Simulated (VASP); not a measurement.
# Mg (Fm-3m) in VASP: relaxation of cell and atoms with LDA

Aim: the relaxation of cell and atoms of Mg with LDA.

Program: VASP 6.6.1. These are calculated values, not measurements. Logs are shortened: lines on timing, memory, paths and dates and some standing lists are left out, and cuts for length are marked.

### Step 1. The cell of the first run

Symmetry: Fm-3m, No. 225, cubic system. The conventional cell has a = 4.530 Å, b = 4.530 Å, c = 4.530 Å, α = 90.00°, β = 90.00°, γ = 90.00°. Within 4.2 Å of Mg (site symmetry m-3m) lie 12 Mg at 3.20 Å.

This isn't the form of Mg at room conditions, which is hcp.

### Step 2. Relaxation of cell and atoms, LDA

File INCAR:

```
SYSTEM = Mg
PREC     = Accurate       ! precision mode
ENCUT    = 840            ! plane-wave cutoff, eV
EDIFF    = 1E-7           ! SCF threshold, eV
ISMEAR   = 0              ! smearing method
SIGMA    = 0.05           ! smearing width, eV
LREAL    = .FALSE.        ! projectors in reciprocal space
LASPH    = .TRUE.         ! aspherical terms in the spheres
NELM     = 120            ! most SCF steps
ALGO     = Normal         ! electronic algorithm
ISIF     = 3              ! what is computed and relaxed
LWAVE    = .FALSE.        ! write WAVECAR
LCHARG   = .FALSE.        ! write CHGCAR
IBRION   = 2              ! ionic algorithm
NSW      = 80             ! ionic steps
EDIFFG   = -0.01          ! ionic threshold
GGA_COMPAT= .FALSE.      
NELMIN   = 4
```

File KPOINTS:

```
Automatic mesh
0
G
  9 9 9
  0 0 0
```

File POSCAR:

```
Mg
1.0
    0.0000000000      2.2650000000      2.2650000000
    2.2650000000      0.0000000000      2.2650000000
    2.2650000000      2.2650000000      0.0000000000
Mg
1
Direct
    0.0000000000      0.0000000000      0.0000000000
```

Potentials or basis: VASP PAW LDA potentials, release 64 (Mg_sv).

Run with:

```
$ cat potpaw_LDA.64/Mg_sv/POTCAR > POTCAR
$ mpirun -np 1 vasp_std > vasp.out
```

OUTCAR:

```text
SYSTEM = Mg
   PREC = Accurate
   ENCUT = 840
   EDIFF = 1E-7
   ISMEAR = 0
   LREAL = .FALSE.
   LASPH = .TRUE.
   NELM = 120
   ISIF = 3
   IBRION = 2
   NSW = 80
   EDIFFG = -0.01
   NELMIN = 4

 ion  position               nearest neighbor table
   1  0.000  0.000  0.000-

  LATTYP: Found a face centered cubic cell.
 ALAT       =     4.5300000000

  Lattice vectors:

 A1 = (   0.0000000000,   2.2650000000,   2.2650000000)
 A2 = (   2.2650000000,   0.0000000000,   2.2650000000)
 A3 = (   2.2650000000,   2.2650000000,   0.0000000000)

Analysis of symmetry for initial positions (statically):
=====================================================================
 Subroutine PRICEL returns:
 Original cell was already a primitive cell.

 Routine SETGRP: Setting up the symmetry group for a
 face centered cubic supercell.

 Subroutine GETGRP returns: Found 48 space group operations
 (whereof 48 operations were pure point group operations)
 out of a pool of 48 trial point group operations.

The static configuration has the point symmetry O_h .

Analysis of symmetry for dynamics (positions and initial velocities):
=====================================================================
 Subroutine PRICEL returns:
 Original cell was already a primitive cell.

 Routine SETGRP: Setting up the symmetry group for a
 face centered cubic supercell.

 Subroutine GETGRP returns: Found 48 space group operations
 (whereof 48 operations were pure point group operations)
 out of a pool of 48 trial point group operations.

The dynamic configuration has the point symmetry O_h .

 Subroutine INISYM returns: Found 48 space group operations
 (whereof 48 operations are pure point group operations),
 and found     1 'primitive' translations

----------------------------------------------------------------------------------------

                                     Primitive cell

  volume of cell :      23.2399

  direct lattice vectors                    reciprocal lattice vectors
     0.000000000  2.265000000  2.265000000    -0.220750552  0.220750552  0.220750552
     2.265000000  0.000000000  2.265000000     0.220750552 -0.220750552  0.220750552
     2.265000000  2.265000000  0.000000000     0.220750552  0.220750552 -0.220750552

  length of vectors
     3.203193719  3.203193719  3.203193719     0.382351172  0.382351172  0.382351172

  position of ions in fractional coordinates (direct lattice)
     0.000000000  0.000000000  0.000000000

  ion indices of the primitive-cell ions
   primitive index   ion index
                 1           1

----------------------------------------------------------------------------------------

 KPOINTS: Automatic mesh

Automatic generation of k-mesh.
 Grid dimensions read from file:
 generate k-points for:    9    9    9

 Generating k-lattice:

  Cartesian coordinates                     Fractional coordinates (reciprocal lattice)
    -0.024527839  0.024527839  0.024527839     0.111111111  0.000000000  0.000000000
     0.024527839 -0.024527839  0.024527839     0.000000000  0.111111111  0.000000000
     0.024527839  0.024527839 -0.024527839     0.000000000  0.000000000  0.111111111

  Length of vectors
     0.042483464  0.042483464  0.042483464

  Shift w.r.t. Gamma in fractional coordinates (k-lattice)
     0.000000000  0.000000000  0.000000000

 Subroutine IBZKPT returns following result:
 ===========================================

 Found     35 irreducible k-points:

 Following reciprocal coordinates:
            Coordinates               Weight
  0.000000  0.000000  0.000000      1.000000
  0.111111  0.000000  0.000000      8.000000
  0.222222  0.000000  0.000000      8.000000
  0.333333  0.000000  0.000000      8.000000
  0.444444  0.000000  0.000000      8.000000
  0.111111  0.111111  0.000000      6.000000
[... 16 lines left out ...]
 -0.333333  0.333333  0.000000     12.000000
  0.444444  0.444444  0.000000      6.000000
 [... further k-points ...]
   k-points           NKPTS =     35   k-points in BZ     NKDIM =     35   number of bands    NBANDS=      9
   number of dos      NEDOS =    301   number of ions     NIONS =      1
   total plane-waves  NPLWV =  27000
   dimension x,y,z NGX =    30 NGY =   30 NGZ =   30
   dimension x,y,z NGXF=    60 NGYF=   60 NGZF=   60
   ions per type =               1
   NGX,Y,Z   is equivalent  to a cutoff of  15.57, 15.57, 15.57 a.u.
   NGXF,Y,Z  is equivalent  to a cutoff of  31.14, 31.14, 31.14 a.u.
 SYSTEM =  Mg
   PREC   = accura    normal or accurate (medium, high low for compatibility)
   ISTART =      0    job   : 0-new  1-cont  2-samecut
   ICHARG =      2    charge: 1-file 2-atom 10-const
   ISPIN  =      1    spin polarized calculation?
   LNONCOLLINEAR =      F non collinear calculations
   LSORBIT =      F    spin-orbit coupling
   LASPH  =      T    aspherical Exc in radial PAW
   ENCUT  =  840.0 eV  61.74 Ry    7.86 a.u.   7.57  7.57  7.57*2*pi/ulx,y,z
   NELM   =    120;   NELMIN=  4; NELMDL= -5     # of ELM steps
   EDIFF  = 0.1E-06   stopping-criterion for ELM
   LREAL  =      F    real-space projection
   EDIFFG = -.1E-01   stopping-criterion for IOM
   NSW    =     80    number of steps for IOM
   IBRION =      2    ionic relax: 0-MD 1-quasi-New 2-CG
   NFREE  =      1    steps in history (QN), initial steepest desc. (CG)
   ISIF   =      3    stress and relaxation
   ISYM   =      2    0-nonsym 1-usesym 2-fastsym
   POTIM  = 0.5000    time-step for ionic-motion
   TEBEG  =    0.0;   TEEND  =   0.0 temperature during run
   PSTRESS=    0.0 pullay stress
   NELECT =      10.0000    total number of electrons
   NUPDOWN=      -1.0000    fix difference up-down
   EMIN   =  10.00;   EMAX   =-10.00  energy-range for DOS
   EFERMI =   0.00;   METHOD = LEGACY
   ISMEAR =     0;   SIGMA  =   0.05  broadening in eV -4-tet -1-fermi 0-gaus
   EFERMI_NEDOS =   21; number of points for ismear=-14 and -15
   IALGO  =     38    algorithm
   IMIX   =      4    mixing-type and parameters
     AMIX     =   0.40;   BMIX     =  1.00
     AMIX_MAG =   1.60;   BMIX_MAG =  1.00
  volume/ion in A,a.u.               =      23.24       156.83
  Fermi-wavevector in a.u.,A,eV,Ry     =   1.235938  2.335584 20.783475  1.527542
  Thomas-Fermi vector in A             =   2.370567
   LORBIT       =      0    0 simple, 1 ext, 2 COOP (PROOUT), +10 PAW based schemes
   GGA     = CA    functional components
   LHFCALC =     F    Hartree Fock is set to
   AEXX    =    0.0000 exact exchange contribution
   IVDW    =     0    specifies the selected vdW correction
   LEPSILON=     F    determine dielectric tensor
   LRPA    =     F    only Hartree local field effects (RPA)
 conjugate gradient relaxation of ions
 non-spin polarized calculation
 Gauss-broadening in eV      SIGMA  =   0.05
  energy-cutoff  :      840.00
  volume of cell :       23.24
 maximum number of plane-waves:      1299
   NGX = 15   NGY = 15   NGZ = 15

--------------------------------------- Ionic step        1  -------------------------------------------

 number of electron      10.0000000 magnetization

 number of electron       9.9999997 magnetization

 Free energy of the ion-electron system (eV)
  ---------------------------------------------------
  ext. energy  EPLUGINS =         0.00000000
  ---------------------------------------------------
  free energy    TOTEN  =        -1.74200873 eV

  energy without entropy =       -1.74154991  energy(sigma->0) =       -1.74177932

------------------------ aborting loop because EDIFF is reached ----------------------------------------

  FORCE on cell =-STRESS in cart. coord.  units (eV):
  Direction    XX          YY          ZZ          XY          YZ          ZX
  --------------------------------------------------------------------------------------
  -------------------------------------------------------------------------------------
  Total       -0.3589570     -0.3589570     -0.3589570      0.0000000      0.0000000     -0.0000000
  in kB      -24.7467605    -24.7467605    -24.7467605      0.0000000      0.0000000     -0.0000000
  external PRESSURE =     -24.7467605 kB  Pullay stress =       0.0000000 kB
[... 55 lines left out ...]
  energy  without entropy=       -1.7532461494  energy(sigma->0) =       -1.75354600

--------------------------------------- Ionic step        3  -------------------------------------------

 number of electron      10.0000002 magnetization

 Free energy of the ion-electron system (eV)
  ---------------------------------------------------
  ext. energy  EPLUGINS =         0.00000000
  ---------------------------------------------------
  free energy    TOTEN  =        -1.75457466 eV

  energy without entropy =       -1.75390917  energy(sigma->0) =       -1.75424191

 E-fermi :   2.4309     XC(G=0):  -9.1529

 val. band max:        2.3700104793   @ k =  -0.4444   0.2222   0.0000
 cond. band min:       2.4382194855   @ k =  -0.4444   0.4444   0.0000
 fundamental gap:      0.0682090062
 Fermi energy:         2.4309184548

 k-point     1 :       0.0000    0.0000    0.0000
  band No.  band energies     occupation
      1     -72.6241      2.00000
      2     -40.0924      2.00000
      3     -40.0924      2.00000
      4     -40.0924      2.00000
      5      -4.6547      2.00000
      6      15.1338      0.00000
      7      15.1338      0.00000
      8      15.1338      0.00000
      9      17.2497      0.00000
[... 265 lines left out ...]
 k-point    24 :       0.4444    0.4444    0.0000
  band No.  band energies     occupation
      1     -72.6190      2.00000
      2     -40.1301      2.00000
      3     -40.1075      2.00000
      4     -40.1075      2.00000
      5       1.1917      2.00000
      6       4.5471      0.00000
      7       8.8055      0.00000
      8       9.7383      0.00000
      9       9.7383      0.00000

 [... further k-points ...]

------------------------ aborting loop because EDIFF is reached ----------------------------------------

  FORCE on cell =-STRESS in cart. coord.  units (eV):
  Direction    XX          YY          ZZ          XY          YZ          ZX
  --------------------------------------------------------------------------------------
  -------------------------------------------------------------------------------------
  Total       -0.0040230     -0.0040230     -0.0040230      0.0000000      0.0000000      0.0000000
  in kB       -0.2968617     -0.2968617     -0.2968617      0.0000000      0.0000000      0.0000000
  external PRESSURE =      -0.2968617 kB  Pullay stress =       0.0000000 kB
[... 16 lines left out ...]
  FREE ENERGIE OF THE ION-ELECTRON SYSTEM (eV)
  ---------------------------------------------------
  free  energy   TOTEN  =        -1.7545746585 eV

  energy  without entropy=       -1.7539091710  energy(sigma->0) =       -1.75424191

 reached required accuracy - stopping structural energy minimisation
```

Wall time 26 s (1 thread of AMD EPYC 7R13 (Zen 3), shared host); peak memory 0.12 GiB.

What came out:

```
Free energy                           : -1.7546 eV
Relaxed volume                        : 21.71 Å³/atom
Relaxed cell                          : a = 3.131 Å, b = 3.131 Å, c = 3.131 Å, α = 60.00°, β = 60.00°, γ = 60.00°
Space group after relaxing (to 0.1 Å) : Fm-3m (No. 225)
Energy gained by relaxing             : 12.6 meV/atom
Ionic steps                           : 3
Pressure after relaxing               : 0.0 GPa
Band gap on the k mesh                : zero (bands 5 and 6 overlap by 1.45 eV)
```

The path:
```tsv
step	energy change (eV)	largest force (eV/Å)	pressure (GPa)	volume (Å³)
1	0.0000	0.0000	-2.47	23.24
2	-0.0118	0.0000	-0.64	22.05
3	-0.0126	0.0000	-0.03	21.71
```

Final structure:
```
Mg
1.0
     0.00000    2.21425    2.21425
     2.21425    0.00000    2.21425
     2.21425    2.21425    0.00000
Mg
1
Direct
  0.00000 0.00000 0.00000
```

Levels at points of the mesh, in eV from the Fermi level:
| k point | band 3 | band 4 | band 5 | band 6 | band 7 | band 8 |
| --- | --- | --- | --- | --- | --- | --- |
| (0.00, 0.00, 0.00) | -42.52 | -42.52 | -7.09 | 12.70 | 12.70 | 12.70 |

The gap in the log of VASP goes by the Fermi energy; the results here count the filled bands.